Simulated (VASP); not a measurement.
# TaN (Fm-3m) in VASP: a series of runs

The runs below take TaN through relaxation of cell and atoms, single point, with PBE.

All numbers are computed with VASP 6.6.1; they aren't measurements. Logs are shortened: lines on timing, memory, paths and dates and some standing lists are left out, and cuts for length are marked.

### Step 1. The cell of the first run

It takes space group Fm-3m (No. 225, cubic). Conventional cell: a = 4.417 Å, b = 4.417 Å, c = 4.417 Å, α = 90.00°, β = 90.00°, γ = 90.00°. Within 2.9 Å of Ta (site symmetry m-3m) lie 6 N at 2.21 Å. N (site symmetry m-3m) has 6 Ta at 2.21 Å within 2.9 Å.

### Step 2. Relaxation of cell and atoms, PBE

INCAR reads:

```
ALGO     = Normal         # electronic algorithm
EDIFF    = 1E-6           # SCF threshold, eV
EDIFFG   = -0.005         # ionic threshold
ENCUT    = 600            # plane-wave cutoff, eV
GGA      = PE             # functional
IBRION   = 2              # ionic algorithm
ISIF     = 3              # what is computed and relaxed
ISMEAR   = -1             # smearing method
LASPH    = T              # aspherical terms in the spheres
LCHARG   = F              # write CHGCAR
LREAL    = F              # projectors in reciprocal space
LWAVE    = F              # write WAVECAR
NELM     = 80             # most SCF steps
NSW      = 40             # ionic steps
PREC     = Accurate       # precision mode
SIGMA    = 0.02           # smearing width, eV
```

KPOINTS reads:

```
k-points
0
Gamma
  11 11 11
```

POSCAR reads:

```
TaN
1.0
    0.0000000000      2.2085294952      2.2085294952
    2.2085294952      0.0000000000      2.2085294952
    2.2085294952      2.2085294952      0.0000000000
Ta N
1 1
Direct
    0.5000000000      0.5000000000      0.5000000000
    0.0000000000      0.0000000000      0.0000000000
```

Potentials or basis: VASP PAW PBE potentials, release 64 (Ta_pv, N).

Launch:

```
$ cat potpaw_PBE.64/Ta_pv/POTCAR potpaw_PBE.64/N/POTCAR > POTCAR
$ mpirun -np 1 vasp_std > vasp.out
```

OUTCAR:

```text
EDIFF = 1E-6
   EDIFFG = -0.005
   ENCUT = 600
   GGA = PE
   IBRION = 2
   ISIF = 3
   ISMEAR = -1
   LASPH = T
   LREAL = F
   NELM = 80
   NSW = 40
   PREC = Accurate

 ion  position               nearest neighbor table
   1  0.500  0.500  0.500-   2 2.21   2 2.21   2 2.21   2 2.21   2 2.21   2 2.21
   2  0.000  0.000  0.000-   1 2.21   1 2.21   1 2.21   1 2.21   1 2.21   1 2.21

  LATTYP: Found a face centered cubic cell.
 ALAT       =     4.4170589904

  Lattice vectors:

 A1 = (   0.0000000000,   2.2085294952,   2.2085294952)
 A2 = (   2.2085294952,   0.0000000000,   2.2085294952)
 A3 = (   2.2085294952,   2.2085294952,   0.0000000000)

Analysis of symmetry for initial positions (statically):
=====================================================================
 Subroutine PRICEL returns:
 Original cell was already a primitive cell.

 Routine SETGRP: Setting up the symmetry group for a
 face centered cubic supercell.

 Subroutine GETGRP returns: Found 48 space group operations
 (whereof 48 operations were pure point group operations)
 out of a pool of 48 trial point group operations.

The static configuration has the point symmetry O_h .

Analysis of symmetry for dynamics (positions and initial velocities):
=====================================================================
 Subroutine PRICEL returns:
 Original cell was already a primitive cell.

 Routine SETGRP: Setting up the symmetry group for a
 face centered cubic supercell.

 Subroutine GETGRP returns: Found 48 space group operations
 (whereof 48 operations were pure point group operations)
 out of a pool of 48 trial point group operations.

The dynamic configuration has the point symmetry O_h .

 Subroutine INISYM returns: Found 48 space group operations
 (whereof 48 operations are pure point group operations),
 and found     1 'primitive' translations

----------------------------------------------------------------------------------------

                                     Primitive cell

  volume of cell :      21.5447

  direct lattice vectors                    reciprocal lattice vectors
     0.000000000  2.208529495  2.208529495    -0.226394984  0.226394984  0.226394984
     2.208529495  0.000000000  2.208529495     0.226394984 -0.226394984  0.226394984
     2.208529495  2.208529495  0.000000000     0.226394984  0.226394984 -0.226394984

  length of vectors
     3.123332365  3.123332365  3.123332365     0.392127615  0.392127615  0.392127615

  position of ions in fractional coordinates (direct lattice)
     0.500000000  0.500000000  0.500000000
     0.000000000  0.000000000  0.000000000

  ion indices of the primitive-cell ions
   primitive index   ion index
                 1           1
                 2           2

----------------------------------------------------------------------------------------

 KPOINTS: k-points

Automatic generation of k-mesh.
 Grid dimensions read from file:
 generate k-points for:   11   11   11

 Generating k-lattice:

  Cartesian coordinates                     Fractional coordinates (reciprocal lattice)
    -0.020581362  0.020581362  0.020581362     0.090909091  0.000000000  0.000000000
     0.020581362 -0.020581362  0.020581362     0.000000000  0.090909091  0.000000000
     0.020581362  0.020581362 -0.020581362     0.000000000  0.000000000  0.090909091

  Length of vectors
     0.035647965  0.035647965  0.035647965

  Shift w.r.t. Gamma in fractional coordinates (k-lattice)
     0.000000000  0.000000000  0.000000000

 Subroutine IBZKPT returns following result:
 ===========================================

 Found     56 irreducible k-points:

 Following reciprocal coordinates:
            Coordinates               Weight
  0.000000  0.000000  0.000000      1.000000
  0.090909  0.000000  0.000000      8.000000
  0.181818  0.000000  0.000000      8.000000
  0.272727  0.000000  0.000000      8.000000
  0.363636  0.000000  0.000000      8.000000
  0.454545  0.000000  0.000000      8.000000
[... 16 lines left out ...]
 -0.272727  0.181818  0.000000     24.000000
 -0.181818  0.181818  0.000000     12.000000
 [... further k-points ...]
   k-points           NKPTS =     56   k-points in BZ     NKDIM =     56   number of bands    NBANDS=     12
   number of dos      NEDOS =    301   number of ions     NIONS =      2
   total plane-waves  NPLWV =  21952
   dimension x,y,z NGX =    28 NGY =   28 NGZ =   28
   dimension x,y,z NGXF=    56 NGYF=   56 NGZF=   56
   ions per type =               1   1
   NGX,Y,Z   is equivalent  to a cutoff of  14.90, 14.90, 14.90 a.u.
   NGXF,Y,Z  is equivalent  to a cutoff of  29.81, 29.81, 29.81 a.u.
 SYSTEM =  unknown system
   PREC   = accura    normal or accurate (medium, high low for compatibility)
   ISTART =      0    job   : 0-new  1-cont  2-samecut
   ICHARG =      2    charge: 1-file 2-atom 10-const
   ISPIN  =      1    spin polarized calculation?
   LNONCOLLINEAR =      F non collinear calculations
   LSORBIT =      F    spin-orbit coupling
   LASPH  =      T    aspherical Exc in radial PAW
   ENCUT  =  600.0 eV  44.10 Ry    6.64 a.u.   6.24  6.24  6.24*2*pi/ulx,y,z
   NELM   =     80;   NELMIN=  2; NELMDL= -5     # of ELM steps
   EDIFF  = 0.1E-05   stopping-criterion for ELM
   LREAL  =      F    real-space projection
   EDIFFG = -.5E-02   stopping-criterion for IOM
   NSW    =     40    number of steps for IOM
   IBRION =      2    ionic relax: 0-MD 1-quasi-New 2-CG
   NFREE  =      1    steps in history (QN), initial steepest desc. (CG)
   ISIF   =      3    stress and relaxation
   ISYM   =      2    0-nonsym 1-usesym 2-fastsym
   POTIM  = 0.5000    time-step for ionic-motion
   TEBEG  =    0.0;   TEEND  =   0.0 temperature during run
   PSTRESS=    0.0 pullay stress
   NELECT =      16.0000    total number of electrons
   NUPDOWN=      -1.0000    fix difference up-down
   EMIN   =  10.00;   EMAX   =-10.00  energy-range for DOS
   EFERMI =   0.00;   METHOD = LEGACY
   ISMEAR =    -1;   SIGMA  =   0.02  broadening in eV -4-tet -1-fermi 0-gaus
   EFERMI_NEDOS =   21; number of points for ismear=-14 and -15
   IALGO  =     38    algorithm
   IMIX   =      4    mixing-type and parameters
     AMIX     =   0.40;   BMIX     =  1.00
     AMIX_MAG =   1.60;   BMIX_MAG =  1.00
  volume/ion in A,a.u.               =      10.77        72.70
  Fermi-wavevector in a.u.,A,eV,Ry     =   1.482524  2.801563 29.903922  2.197876
  Thomas-Fermi vector in A             =   2.596299
   LORBIT       =      0    0 simple, 1 ext, 2 COOP (PROOUT), +10 PAW based schemes
   GGA     = PE    functional components
   LHFCALC =     F    Hartree Fock is set to
   AEXX    =    0.0000 exact exchange contribution
   IVDW    =     0    specifies the selected vdW correction
   LEPSILON=     F    determine dielectric tensor
   LRPA    =     F    only Hartree local field effects (RPA)
 conjugate gradient relaxation of ions
 non-spin polarized calculation
  energy-cutoff  :      600.00
  volume of cell :       21.54
 maximum number of plane-waves:       730
 NGX is ok and might be reduce to    28
   NGX = 13   NGY = 13   NGZ = 13

--------------------------------------- Ionic step        1  -------------------------------------------

 number of electron      15.9999999 magnetization

 Free energy of the ion-electron system (eV)
  ---------------------------------------------------
  ext. energy  EPLUGINS =         0.00000000
  ---------------------------------------------------
  free energy    TOTEN  =       -21.82395217 eV

  energy without entropy =      -21.82364582  energy(sigma->0) =      -21.82379900

------------------------ aborting loop because EDIFF is reached ----------------------------------------

  FORCE on cell =-STRESS in cart. coord.  units (eV):
  Direction    XX          YY          ZZ          XY          YZ          ZX
  --------------------------------------------------------------------------------------
  -------------------------------------------------------------------------------------
  Total        0.0917573      0.0917573      0.0917573      0.0000000     -0.0000000      0.0000000
  in kB        6.8235712      6.8235712      6.8235712      0.0000000     -0.0000000      0.0000000
  external PRESSURE =       6.8235712 kB  Pullay stress =       0.0000000 kB
[... 57 lines left out ...]
  energy  without entropy=      -21.8232667030  energy(sigma->0) =      -21.82342292

--------------------------------------- Ionic step        3  -------------------------------------------

 number of electron      15.9999999 magnetization

 Free energy of the ion-electron system (eV)
  ---------------------------------------------------
  ext. energy  EPLUGINS =         0.00000000
  ---------------------------------------------------
  free energy    TOTEN  =       -21.82406519 eV

  energy without entropy =      -21.82376665  energy(sigma->0) =      -21.82391592

 E-fermi :   9.4303     XC(G=0): -13.3540

 val. band max:        9.3250363617   @ k =  -0.3636   0.2727   0.0909
 cond. band min:       9.4341932155   @ k =   0.0000   0.0000   0.0000
 fundamental gap:      0.1091568538
 Fermi energy:         9.4302810997

 k-point     1 :       0.0000    0.0000    0.0000
  band No.  band energies     occupation
      1     -26.4340      2.00000
      2     -26.4340      2.00000
      3     -26.4340      2.00000
      4      -9.3627      2.00000
      5       5.5938      2.00000
      6       5.5938      2.00000
      7       5.5938      2.00000
      8       7.3099      2.00000
      9       7.3099      2.00000
     10       7.3099      2.00000
     11       9.4342      0.90251
     12       9.4342      0.90248
[... 331 lines left out ...]
 k-point    24 :      -0.1818    0.1818    0.0000
  band No.  band energies     occupation
      1     -26.8822      2.00000
      2     -26.6055      2.00000
      3     -26.4672      2.00000
      4      -7.7686      2.00000
      5       1.2050      2.00000
      6       2.6296      2.00000
      7       3.3813      2.00000
      8       8.6931      2.00000
      9       9.0684      2.00000
     10      10.7273      0.00000
     11      11.1856      0.00000
     12      14.8824      0.00000

 [... further k-points ...]
[... 5 lines left out ...]
  --------------------------------------------------------------------------------------
  -------------------------------------------------------------------------------------
  Total        0.0011554      0.0011554      0.0011554     -0.0000000     -0.0000000     -0.0000000
  in kB        0.0857469      0.0857469      0.0857469     -0.0000000     -0.0000000     -0.0000000
  external PRESSURE =       0.0857469 kB  Pullay stress =       0.0000000 kB
[... 17 lines left out ...]
  FREE ENERGIE OF THE ION-ELECTRON SYSTEM (eV)
  ---------------------------------------------------
  free  energy   TOTEN  =       -21.8240651914 eV

  energy  without entropy=      -21.8237666472  energy(sigma->0) =      -21.82391592

 reached required accuracy - stopping structural energy minimisation
```

Run time: 22 s. Hardware: 1 thread of Intel Xeon 6975P-C (Granite Rapids), shared host; peak memory 0.17 GiB.

Results:

```yaml
Free_energy: -21.8241 eV
Relaxed_volume: 10.79 Å³/atom
Relaxed_cell: a = 3.125 Å, b = 3.125 Å, c = 3.125 Å, α = 60.00°, β = 60.00°, γ = 60.00°
Space_group_after_relaxing_to_0.05_Å: Fm-3m (No. 225)
Energy_gained_by_relaxing: 0.1 meV/atom
Ionic_steps: 3
Pressure_after_relaxing: 0.0 GPa
Band_gap_on_the_k_mesh: zero (band 8 reaches 11.01 eV, above the bottom of band 9 at 7.31 eV)
```

The path:
| step | energy change (eV) | largest force (eV/Å) | pressure (GPa) | volume (Å³) |
| --- | --- | --- | --- | --- |
| 1 | 0.0000 | 0.0000 | 0.68 | 21.54 |
| 2 | 0.0004 | 0.0000 | -1.49 | 21.69 |
| 3 | -0.0001 | 0.0000 | 0.01 | 21.59 |

Final structure:
```
CELL_PARAMETERS angstrom
0.00000 2.21003 2.21003
2.21003 0.00000 2.21003
2.21003 2.21003 0.00000
ATOMIC_POSITIONS crystal
Ta 0.50000 0.50000 0.50000
N 0.00000 0.00000 0.00000
```

Levels at points of the mesh, in eV from the Fermi level:
```csv
k point,band 4,band 5,band 6,band 7,band 8,band 9,band 10,band 11,band 12
"(0.00, 0.00, 0.00)",-18.79,-3.84,-3.84,-3.84,-2.12,-2.12,-2.12,0.00,0.00
```

Caveat: spin-orbit coupling is left out, which moves the levels of the heavy elements.

### Step 3. Single point, PBE, non-collinear spin, zero start, spin-orbit coupling

INCAR reads:

```
SYSTEM = TaN
PREC     = Accurate       ! precision mode
ENCUT    = 520            ! plane-wave cutoff, eV
EDIFF    = 1E-6           ! SCF threshold, eV
ISMEAR   = -1             ! smearing method
SIGMA    = 0.02           ! smearing width, eV
LREAL    = .FALSE.        ! projectors in reciprocal space
LASPH    = .TRUE.         ! aspherical terms in the spheres
NELM     = 150            ! most SCF steps
ALGO     = Normal         ! electronic algorithm
ISIF     = 2              ! what is computed and relaxed
LWAVE    = .FALSE.        ! write WAVECAR
LCHARG   = .FALSE.        ! write CHGCAR
MAGMOM   = 0 0 0 0 0 0    ! initial moments
LORBIT   = 11             ! projections on sites
LSORBIT  = .TRUE.         ! spin-orbit coupling
GGA_COMPAT= .FALSE.      
LORBMOM  = .TRUE.       
LMAXMIX  = 4              ! l up to which the mixer works
GGA      = PE             ! functional
NBANDS   = 28             ! bands
```

KPOINTS reads:

```
Automatic mesh
0
G
  11 11 11
  0 0 0
```

POSCAR is that of step 2.

Potentials or basis: VASP PAW PBE potentials, release 64 (Ta_pv, N).

Launch:

```
$ cat potpaw_PBE.64/Ta_pv/POTCAR potpaw_PBE.64/N/POTCAR > POTCAR
$ mpirun -np 1 vasp_ncl > vasp.out
```

It took 30 s on 1 thread of Intel Xeon 6975P-C (Granite Rapids), shared host; peak memory 0.22 GiB.

The run converged. Its results:

```yaml
Free_energy: -22.4919 eV
Pressure: 1.4 GPa
Net_moment: 0.00 μB per cell
Valence_electrons_inside_the_program's_atomic_spheres: Ta 8.92; N 3.76
```

Moments on the atoms (μB; x, y, z):
```
Ta  0.00 0.00 0.00
N   0.00 0.00 0.00
```
